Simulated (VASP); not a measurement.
Cu, 2 atoms in the cell. Symmetry: Cmme, No. 67, orthorhombic system. The conventional cell has a = 2.720 Å, b = 4.087 Å, c = 4.087 Å, α = 90.00°, β = 90.00°, γ = 90.00°. Cu (site symmetry mm2) has 14 Cu at 2.38 to 2.95 Å within 3.1 Å.  This cell differs from its parent crystal: atoms displaced along a vibrational mode.

```yaml
Program: VASP 6.6.1
Task: single point
Functional: PBEsol
Potentials_or_basis: VASP PAW PBE potentials, release 64 (Cu)
Cutoff: 520 eV
k_mesh: 26 × 26 × 14
Occupations: gaussian, width 0.15 eV
Spin: no spin polarisation
Dipole_correction: no
Further_INCAR_settings: ALGO = Fast; EDIFF = 1e-06; NBANDS = 18
```

Potentials or basis: VASP PAW PBE potentials, release 64 (Cu).

Launch:

```console
$ cat potpaw_PBE.64/Cu/POTCAR > POTCAR
$ mpirun -np 1 vasp_std > vasp.out
```

Hardware: 1 thread of Oxide Virtual Turin-like Processor, on a shared host.

Problem. Estimate the wall time of this run.

Solution. It took 11 min on 1 thread of Oxide Virtual Turin-like Processor, on a shared host, peak memory 0.51 GiB. Counts: scf iterations 14, k points 1464.
